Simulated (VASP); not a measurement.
# BN (P6_3mc) in VASP: further runs

The runs below take BN through single point, relaxation of cell and atoms, with PBE+D3(BJ).

Everything below comes from runs of VASP 6.6.1. Logs are shortened: lines on timing, memory, paths and dates and some standing lists are left out, and cuts for length are marked.

### Step 1. The cell of the first run

Symmetry: P6_3mc, No. 186, hexagonal system. The conventional cell has a = 2.536 Å, b = 2.536 Å, c = 4.199 Å, α = 90.00°, β = 90.00°, γ = 120.00°. Within 2.1 Å of B (site symmetry 3m) lie 4 N at 1.56 to 1.57 Å. Within 2.1 Å of N (site symmetry 3m) lie 4 B at 1.56 to 1.57 Å.

### Step 2. Single point, PBE+D3(BJ)

Input file INCAR:

```
SYSTEM = BN
PREC     = Accurate       ! precision mode
ENCUT    = 600            ! plane-wave cutoff, eV
EDIFF    = 1E-6           ! SCF threshold, eV
ISMEAR   = 0              ! smearing method
SIGMA    = 0.1            ! smearing width, eV
LREAL    = .False.        ! projectors in reciprocal space
LASPH    = .True.         ! aspherical terms in the spheres
NELM     = 120            ! most SCF steps
ALGO     = Normal         ! electronic algorithm
ISIF     = 2              ! what is computed and relaxed
LWAVE    = .False.        ! write WAVECAR
LCHARG   = .False.        ! write CHGCAR
GGA      = PE             ! functional
IVDW     = 12             ! dispersion correction
NBANDS   = 16             ! bands
GGA_COMPAT= .False.
```

Input file KPOINTS:

```
Automatic mesh
0
Gamma
  9 9 4
  0 0 0
```

Input file POSCAR:

```
BN
1.0
    2.5360000000      0.0000000000      0.0000000000
   -1.2680000000      2.1962404240      0.0000000000
    0.0000000000      0.0000000000      4.1990000000
B N
2 2
Direct
    0.6666666667      0.3333333333      0.0000000000
    0.3333333333      0.6666666667      0.5000000000
    0.6666666667      0.3333333333      0.3750000000
    0.3333333333      0.6666666667      0.8750000000
```

Potentials or basis: VASP PAW PBE potentials, release 64 (B, N).

Launch:

```sh
> cat potpaw_PBE.64/B/POTCAR potpaw_PBE.64/N/POTCAR > POTCAR
> mpirun -np 1 vasp_std > vasp.out
```

OUTCAR:

```text
SYSTEM = BN
   PREC = Accurate
   ENCUT = 600
   EDIFF = 1E-6
   ISMEAR = 0
   LREAL = .False.
   LASPH = .True.
   NELM = 120
   ISIF = 2
   GGA = PE
   IVDW = 12
 IVDW          = 12

 ion  position               nearest neighbor table
   1  0.667  0.333  0.000-   4 1.56   4 1.56   4 1.56   3 1.57
   2  0.333  0.667  0.500-   3 1.56   3 1.56   3 1.56   4 1.57
   3  0.667  0.333  0.375-   2 1.56   2 1.56   2 1.56   1 1.57
   4  0.333  0.667  0.875-   1 1.56   1 1.56   1 1.56   2 1.57

  LATTYP: Found a hexagonal cell.
 ALAT       =     2.5360000000
 C/A-ratio  =     1.6557570978

  Lattice vectors:

 A1 = (   2.5360000000,   0.0000000000,   0.0000000000)
 A2 = (  -1.2680000000,   2.1962404240,   0.0000000000)
 A3 = (   0.0000000000,   0.0000000000,   4.1990000000)

Analysis of symmetry for initial positions (statically):
=====================================================================
 Subroutine PRICEL returns:
 Original cell was already a primitive cell.

 Routine SETGRP: Setting up the symmetry group for a
 hexagonal supercell.

 Subroutine GETGRP returns: Found 12 space group operations
 (whereof  6 operations were pure point group operations)
 out of a pool of 24 trial point group operations.

The static configuration has the point symmetry C_3v.
 The point group associated with its full space group is C_6v.

Analysis of symmetry for dynamics (positions and initial velocities):
=====================================================================
 Subroutine PRICEL returns:
 Original cell was already a primitive cell.

 Routine SETGRP: Setting up the symmetry group for a
 hexagonal supercell.

 Subroutine GETGRP returns: Found 12 space group operations
 (whereof  6 operations were pure point group operations)
 out of a pool of 24 trial point group operations.

The dynamic configuration has the point symmetry C_3v.
 The point group associated with its full space group is C_6v.

 Subroutine INISYM returns: Found 12 space group operations
 (whereof  6 operations are pure point group operations),
 and found     1 'primitive' translations

----------------------------------------------------------------------------------------

                                     Primitive cell

  volume of cell :      23.3870

  direct lattice vectors                    reciprocal lattice vectors
[... 85 lines left out ...]
   ISPIN  =      1    spin polarized calculation?
   LNONCOLLINEAR =      F non collinear calculations
   LSORBIT =      F    spin-orbit coupling
   LASPH  =      T    aspherical Exc in radial PAW
   ENCUT  =  600.0 eV  44.10 Ry    6.64 a.u.   5.07  5.07  8.39*2*pi/ulx,y,z
   NELM   =    120;   NELMIN=  2; NELMDL= -5     # of ELM steps
   EDIFF  = 0.1E-05   stopping-criterion for ELM
   LREAL  =      F    real-space projection
[... 7 lines left out ...]
   TEBEG  =    0.0;   TEEND  =   0.0 temperature during run
   PSTRESS=    0.0 pullay stress
   NELECT =      16.0000    total number of electrons
   NUPDOWN=      -1.0000    fix difference up-down
   EMIN   =  10.00;   EMAX   =-10.00  energy-range for DOS
   EFERMI =   0.00;   METHOD = LEGACY
   ISMEAR =     0;   SIGMA  =   0.10  broadening in eV -4-tet -1-fermi 0-gaus
   EFERMI_NEDOS =   21; number of points for ismear=-14 and -15
   IALGO  =     38    algorithm
   IMIX   =      4    mixing-type and parameters
     AMIX     =   0.40;   BMIX     =  1.00
     AMIX_MAG =   1.60;   BMIX_MAG =  1.00
  volume/ion in A,a.u.               =       5.85        39.46
  Fermi-wavevector in a.u.,A,eV,Ry     =   1.442524  2.725976 28.312044  2.080877
  Thomas-Fermi vector in A             =   2.561035
   LORBIT       =      0    0 simple, 1 ext, 2 COOP (PROOUT), +10 PAW based schemes
   GGA     = PE    functional components
   LHFCALC =     F    Hartree Fock is set to
   AEXX    =    0.0000 exact exchange contribution
   IVDW    =    12    specifies the selected vdW correction
   LEPSILON=     F    determine dielectric tensor
   LRPA    =     F    only Hartree local field effects (RPA)
 non-spin polarized calculation
 Gauss-broadening in eV      SIGMA  =   0.10
  energy-cutoff  :      600.00
  volume of cell :       23.39
 maximum number of plane-waves:       801
   NGX = 11   NGY = 11   NGZ = 17

 number of electron      16.0000003 magnetization

 Free energy of the ion-electron system (eV)
  ---------------------------------------------------
  ext. energy  EPLUGINS =         0.00000000
  ---------------------------------------------------
  free energy    TOTEN  =       -34.82631150 eV

  energy without entropy =      -34.82631150  energy(sigma->0) =      -34.82631150

 E-fermi :   8.1630     XC(G=0): -12.8633

 val. band max:        7.6801165527   @ k =   0.0000   0.0000   0.0000
 cond. band min:      12.8796395186   @ k =   0.3333   0.3333   0.0000
 fundamental gap:      5.1995229659
 Fermi energy:         8.1630353816

 k-point     1 :       0.0000    0.0000    0.0000
  band No.  band energies     occupation
      1     -12.8384      2.00000
      2      -8.6449      2.00000
      3      -3.3279      2.00000
      4       5.5457      2.00000
      5       5.5457      2.00000
      6       7.4317      2.00000
[... 433 lines left out ...]
      3      -1.2542      2.00000
      4      -0.5957      2.00000
      5      -0.5957      2.00000
      6       1.3406      2.00000
[... 8 lines left out ...]
     15      24.2310      0.00000
     16      24.2310      0.00000

 [... further k-points ...]

------------------------ aborting loop because EDIFF is reached ----------------------------------------

 Edisp (eV)   -0.84533

 E8    (eV) :    -0.2499

  FORCE on cell =-STRESS in cart. coord.  units (eV):
  Direction    XX          YY          ZZ          XY          YZ          ZX
  --------------------------------------------------------------------------------------
  -------------------------------------------------------------------------------------
  Total       0.37727     0.37727     0.19817     0.00000     0.00000    -0.00000
  in kB      25.84551    25.84551    13.57582     0.00000     0.00000    -0.00000
  external pressure =       21.76 kB  Pullay stress =        0.00 kB

 VOLUME and BASIS-vectors are now :
 -----------------------------------------------------------------------------
  energy-cutoff  :      600.00
  volume of cell :       23.39
      direct lattice vectors                 reciprocal lattice vectors
     2.536000000  0.000000000  0.000000000     0.394321767  0.227661778  0.000000000
    -1.268000000  2.196240424  0.000000000     0.000000000  0.455323556  0.000000000
     0.000000000  0.000000000  4.199000000     0.000000000  0.000000000  0.238151941

 POSITION                                       TOTAL-FORCE (eV/Angst)
 -----------------------------------------------------------------------------------
      1.26800      0.73208      0.00000        -0.000000     -0.000000      0.055807
     -0.00000      1.46416      2.09950         0.000000      0.000000      0.055807
      1.26800      0.73208      1.57462         0.000000      0.000000     -0.055807
     -0.00000      1.46416      3.67413        -0.000000     -0.000000     -0.055807
 -----------------------------------------------------------------------------------
    total drift:                                0.000000     -0.000000     -0.000239

  FREE ENERGIE OF THE ION-ELECTRON SYSTEM (eV)
  ---------------------------------------------------
  free  energy   TOTEN  =       -35.6716435425 eV

  energy  without entropy=      -35.6716435425  energy(sigma->0) =      -35.67164354
```

OSZICAR:

```text
N       E                     dE             d eps       ncg     rms          rms(c)
DAV:   1     0.454165273454E+02    0.45417E+02   -0.91598E+03  1152   0.110E+03
DAV:   2    -0.342356500578E+02   -0.79652E+02   -0.74596E+02  1624   0.261E+02
DAV:   3    -0.367986523447E+02   -0.25630E+01   -0.25576E+01  1392   0.429E+01
DAV:   4    -0.368050922973E+02   -0.64400E-02   -0.64393E-02  1360   0.239E+00
DAV:   5    -0.368051095070E+02   -0.17210E-04   -0.17210E-04  1304   0.115E-01    0.955E+00
DAV:   6    -0.349979061708E+02    0.18072E+01   -0.22425E+00  1472   0.144E+01    0.453E+00
DAV:   7    -0.348553660310E+02    0.14254E+00   -0.34016E-01  1448   0.478E+00    0.275E+00
DAV:   8    -0.348272626956E+02    0.28103E-01   -0.53508E-02  1336   0.191E+00    0.261E-01
DAV:   9    -0.348260260492E+02    0.12366E-02   -0.20067E-03  1320   0.586E-01    0.138E-01
DAV:  10    -0.348263049362E+02   -0.27889E-03   -0.50117E-04  1360   0.181E-01    0.259E-02
DAV:  11    -0.348263103351E+02   -0.53989E-05   -0.32854E-05  1424   0.579E-02    0.148E-02
DAV:  12    -0.348263114056E+02   -0.10705E-05   -0.57513E-06  1376   0.247E-02    0.223E-03
DAV:  13    -0.348263114986E+02   -0.92929E-07   -0.16762E-07   600   0.425E-03
   1 F= -.35671644E+02 E0= -.35671644E+02  d E =-.259233E-13
```

Wall time 8.3 s (1 thread of Intel Xeon Platinum 8375C at 2.90GHz (Ice Lake), shared host); peak memory 0.15 GiB.

Results:

* Free energy: -35.6716 eV
* Pressure: 2.2 GPa
* Largest force: 0.056 eV/Å
* Band gap on the k mesh: 5.20 eV (least direct gap 8.35 eV)
* Dispersion energy per atom: -0.211 eV

Forces in eV/Å, atoms in the order of the input:
```
B    0.000  0.000  0.056
B    0.000  0.000  0.056
N    0.000  0.000 -0.056
N    0.000  0.000 -0.056
```

Levels at points of the mesh, in eV from the valence-band top:
| k point | band 4 | band 5 | band 6 | band 7 | band 8 | band 9 | band 10 | band 11 | band 12 | band 13 |
| --- | --- | --- | --- | --- | --- | --- | --- | --- | --- | --- |
| (0.00, 0.00, 0.00) | -2.13 | -2.13 | -0.25 | 0.00 | 0.00 | 8.44 | 8.44 | 8.62 | 9.69 | 10.97 |
| (0.00, 0.00, 0.50) | -5.75 | -1.18 | -1.18 | -1.18 | -1.18 | 9.61 | 9.61 | 10.00 | 10.00 | 10.00 |

A k mesh can miss the band edges. As with any semilocal functional, this PBE gap is likely too small.

### Step 3. Single point, PBE+D3(BJ)

This run uses another cell than the first one, of 5.88 Å³/atom.

Changes to INCAR since step 2:

```diff
@@ -5,3 +5,3 @@
 ISMEAR   = 0              ! smearing method
-SIGMA    = 0.1            ! smearing width, eV
+SIGMA    = 0.02           ! smearing width, eV
 LREAL    = .False.        ! projectors in reciprocal space
```

Input file KPOINTS:

```
regular mesh
0
Gamma
  12 12 6
  0 0 0
```

Input file POSCAR:

```
BN
1.0
    2.5416444354      0.0000000000      0.0000000000
   -1.2708222177      2.2011286484      0.0000000000
    0.0000000000      0.0000000000      4.2035727971
B N
2 2
Direct
    0.6666666667      0.3333333333      0.0002396626
    0.3333333333      0.6666666667      0.5002396626
    0.6666666667      0.3333333333      0.3747603374
    0.3333333333      0.6666666667      0.8747603374
```

Potentials or basis: VASP PAW PBE potentials, release 64 (B, N).

Launch:

```sh
> cat potpaw_PBE.64/B/POTCAR potpaw_PBE.64/N/POTCAR > POTCAR
> mpirun -np 1 vasp_std > vasp.out
```

OUTCAR:

```text
SYSTEM = BN
   PREC = Accurate
   ENCUT = 600
   EDIFF = 1E-6
   ISMEAR = 0
   LREAL = .False.
   LASPH = .True.
   NELM = 120
   ISIF = 2
   GGA = PE
   IVDW = 12
 IVDW          = 12

 ion  position               nearest neighbor table
   1  0.667  0.333  0.000-   4 1.56   4 1.56   4 1.56   3 1.57
   2  0.333  0.667  0.500-   3 1.56   3 1.56   3 1.56   4 1.57
   3  0.667  0.333  0.375-   2 1.56   2 1.56   2 1.56   1 1.57
   4  0.333  0.667  0.875-   1 1.56   1 1.56   1 1.56   2 1.57

  LATTYP: Found a hexagonal cell.
 ALAT       =     2.5416444354
 C/A-ratio  =     1.6538791731

  Lattice vectors:

 A1 = (   2.5416444354,   0.0000000000,   0.0000000000)
 A2 = (  -1.2708222177,   2.2011286484,   0.0000000000)
 A3 = (   0.0000000000,   0.0000000000,   4.2035727971)

Analysis of symmetry for initial positions (statically):
=====================================================================
 Subroutine PRICEL returns:
 Original cell was already a primitive cell.

 Routine SETGRP: Setting up the symmetry group for a
 hexagonal supercell.

 Subroutine GETGRP returns: Found 12 space group operations
 (whereof  6 operations were pure point group operations)
 out of a pool of 24 trial point group operations.
[... 174 lines left out ...]
 Fermi energy:         7.7550919281

 k-point     1 :       0.0000    0.0000    0.0000
  band No.  band energies     occupation
      1     -12.8433      2.00000
      2      -8.6664      2.00000
      3      -3.3471      2.00000
      4       5.4834      2.00000
      5       5.4834      2.00000
      6       7.3458      2.00000
[... 433 lines left out ...]
      3      -1.2342      2.00000
      4       0.2198      2.00000
      5       1.6267      2.00000
      6       3.3015      2.00000
[... 8 lines left out ...]
     15      23.7046      0.00000
     16      23.9903      0.00000

 [... further k-points ...]

------------------------ aborting loop because EDIFF is reached ----------------------------------------

 Edisp (eV)   -0.84064

 E8    (eV) :    -0.2485

  FORCE on cell =-STRESS in cart. coord.  units (eV):
  Direction    XX          YY          ZZ          XY          YZ          ZX
  --------------------------------------------------------------------------------------
  -------------------------------------------------------------------------------------
  Total       0.00369     0.00369    -0.00231     0.00000     0.00000     0.00000
  in kB       0.25147     0.25147    -0.15718     0.00000     0.00000     0.00000
  external pressure =        0.12 kB  Pullay stress =        0.00 kB

 VOLUME and BASIS-vectors are now :
 -----------------------------------------------------------------------------
  energy-cutoff  :      600.00
  volume of cell :       23.52
      direct lattice vectors                 reciprocal lattice vectors
     2.541644435  0.000000000  0.000000000     0.393446064  0.227156191  0.000000000
    -1.270822218  2.201128648  0.000000000     0.000000000  0.454312382  0.000000000
     0.000000000  0.000000000  4.203572797     0.000000000  0.000000000  0.237892871

 POSITION                                       TOTAL-FORCE (eV/Angst)
 -----------------------------------------------------------------------------------
      1.27082      0.73371      0.00101         0.000000     -0.000000      0.002223
     -0.00000      1.46742      2.10279         0.000000     -0.000000      0.002223
      1.27082      0.73371      1.57533        -0.000000      0.000000     -0.002223
     -0.00000      1.46742      3.67712         0.000000     -0.000000     -0.002223
 -----------------------------------------------------------------------------------
    total drift:                               -0.000000     -0.000000     -0.000421

  FREE ENERGIE OF THE ION-ELECTRON SYSTEM (eV)
  ---------------------------------------------------
  free  energy   TOTEN  =       -35.6730940622 eV

  energy  without entropy=      -35.6730940622  energy(sigma->0) =      -35.67309406
```

OSZICAR:

```text
N       E                     dE             d eps       ncg     rms          rms(c)
DAV:   1     0.487569746983E+02    0.48757E+02   -0.90289E+03  2432   0.109E+03
DAV:   2    -0.340488215195E+02   -0.82806E+02   -0.77270E+02  3400   0.264E+02
DAV:   3    -0.367857762738E+02   -0.27370E+01   -0.27279E+01  2928   0.448E+01
DAV:   4    -0.367930093361E+02   -0.72331E-02   -0.72324E-02  2848   0.251E+00
DAV:   5    -0.367930292872E+02   -0.19951E-04   -0.19951E-04  2904   0.122E-01    0.950E+00
DAV:   6    -0.350000036008E+02    0.17930E+01   -0.22373E+00  3136   0.144E+01    0.450E+00
DAV:   7    -0.348611628455E+02    0.13884E+00   -0.33507E-01  3136   0.475E+00    0.274E+00
DAV:   8    -0.348334089370E+02    0.27754E-01   -0.53256E-02  2800   0.189E+00    0.260E-01
DAV:   9    -0.348321717177E+02    0.12372E-02   -0.19835E-03  2816   0.583E-01    0.137E-01
DAV:  10    -0.348324520400E+02   -0.28032E-03   -0.50517E-04  2888   0.181E-01    0.259E-02
DAV:  11    -0.348324574800E+02   -0.54400E-05   -0.33014E-05  3016   0.582E-02    0.148E-02
DAV:  12    -0.348324584561E+02   -0.97615E-06   -0.58195E-06  2928   0.248E-02
   1 F= -.35673094E+02 E0= -.35673094E+02  d E =-.258310E-24
```

It took 15 s on 1 thread of Intel Xeon Platinum 8375C at 2.90GHz (Ice Lake), shared host; peak memory 0.16 GiB.

What came out:

```yaml
Free_energy: -35.6731 eV
Pressure: 0.0 GPa
Band_gap_on_the_k_mesh: 5.18 eV (least direct gap 8.31 eV)
Dispersion_energy_per_atom: -0.210 eV
```

Forces on the atoms (eV/Å):
```
B    0.000  0.000  0.002
B    0.000  0.000  0.002
N    0.000  0.000 -0.002
N    0.000  0.000 -0.002
```

### Step 4. Relaxation of cell and atoms, PBE+D3(BJ)

Input file INCAR:

```
  PREC = Accurate
  ENCUT = 600
  EDIFF = 1E-7
  ISMEAR = 0
  SIGMA = 0.02
  LREAL = F
  LASPH = T
  NELM = 120
  ALGO = Normal
  ISIF = 3
  LWAVE = F
  LCHARG = F
  GGA = PE
  IVDW = 12
  IBRION = 2
  NSW = 100
  EDIFFG = -0.002
  GGA_COMPAT = F
  NELMIN = 4
```

Input file KPOINTS:

```
regular mesh
0
Gamma
  12 12 6
```

Input file POSCAR:

```
BN
1.0
    2.5360000000      0.0000000000      0.0000000000
   -1.2680000000      2.1962404240      0.0000000000
    0.0000000000      0.0000000000      4.1990000000
B N
2 2
Direct
    0.6666666667      0.3333333333      0.0000000000
    0.3333333333      0.6666666667      0.5000000000
    0.6666666667      0.3333333333      0.3750000000
    0.3333333333      0.6666666667      0.8750000000
```

Launch:

```sh
> cat potpaw_PBE.64/B/POTCAR potpaw_PBE.64/N/POTCAR > POTCAR
> mpirun -np 1 vasp_std > vasp.out
```

It took 42 s on 1 thread of Intel Xeon Platinum 8375C at 2.90GHz (Ice Lake), shared host; peak memory 0.16 GiB.

The run converged. Its results:

| Property | Result |
| --- | --- |
| Free energy | -35.6727 eV |
| Relaxed volume | 5.88 Å³/atom |
| Relaxed cell | a = 2.542 Å, b = 2.542 Å, c = 4.204 Å, α = 90.00°, β = 90.00°, γ = 120.00° |
| Space group after relaxing (to 0.1 Å) | P6_3mc (No. 186) |
| Energy gained by relaxing | 0.3 meV/atom |
| Ionic steps | 6 |
| Pressure after relaxing | 0.0 GPa |
| Band gap on the k mesh | 5.18 eV (least direct gap 8.31 eV) |
| Dispersion energy per atom | -0.210 eV |

The path:
```tsv
step	energy change (eV)	largest force (eV/Å)	pressure (GPa)	volume (Å³)
1	0.0000	0.0563	2.17	23.39
2	0.0003	0.0848	-2.26	23.66
3	-0.0011	0.0106	0.07	23.51
4	-0.0011	0.0120	0.02	23.52
5	-0.0011	0.0093	-0.10	23.52
6	-0.0011	0.0009	-0.04	23.52
```

Final structure:
```yaml
crystal:
  lattice:
    - [2.54177, 0.00000, 0.00000]
    - [-1.27089, 2.20124, 0.00000]
    - [0.00000, 0.00000, 4.20368]
  atoms:
    - { symbol: B, position: [0.66667, 0.33333, 0.00025] }
    - { symbol: B, position: [0.33333, 0.66667, 0.50025] }
    - { symbol: N, position: [0.66667, 0.33333, 0.37475] }
    - { symbol: N, position: [0.33333, 0.66667, 0.87475] }
```

Levels at points of the mesh, in eV from the valence-band top:
| k point | band 6 | band 7 | band 8 | band 9 | band 10 | band 11 |
| --- | --- | --- | --- | --- | --- | --- |
| (0.00, 0.00, 0.00) | -0.28 | 0.00 | 0.00 | 8.39 | 8.39 | 8.64 |
| (0.50, 0.00, 0.00) | -5.01 | -4.44 | -2.12 | 6.73 | 7.98 | 10.63 |
| (0.00, 0.00, 0.50) | -1.18 | -1.18 | -1.18 | 9.54 | 9.54 | 9.95 |
| (0.50, 0.00, 0.50) | -3.79 | -3.59 | -3.59 | 6.61 | 6.61 | 10.08 |

### Step 5. Summary

```csv
task,cell,k mesh,smearing,gap on the mesh (eV),pressure (GPa)
single point,"a = 2.536, b = 2.536, c = 4.199 Å, angles 90.0, 90.0, 120.0°, 4 atoms, atomic positions A",9 × 9 × 4,gaussian 0.1 eV,5.20,2.2
single point,"a = 2.542, b = 2.542, c = 4.204 Å, angles 90.0, 90.0, 120.0°, 4 atoms, atomic positions B",12 × 12 × 6,gaussian 0.02 eV,5.18,0.0
relaxation of cell and atoms,"relaxed from a = 2.536, b = 2.536, c = 4.199 Å, angles 90.0, 90.0, 120.0°, 4 atoms, atomic positions A",12 × 12 × 6,gaussian 0.02 eV,5.18,0.0
```

Alike in all rows: level PBE+D3(BJ); potentials or basis VASP PAW PBE potentials, release 64 (B, N); no spin polarisation; cutoff (eV) 600.

Absolute energies hang on the potentials; compare differences alone.
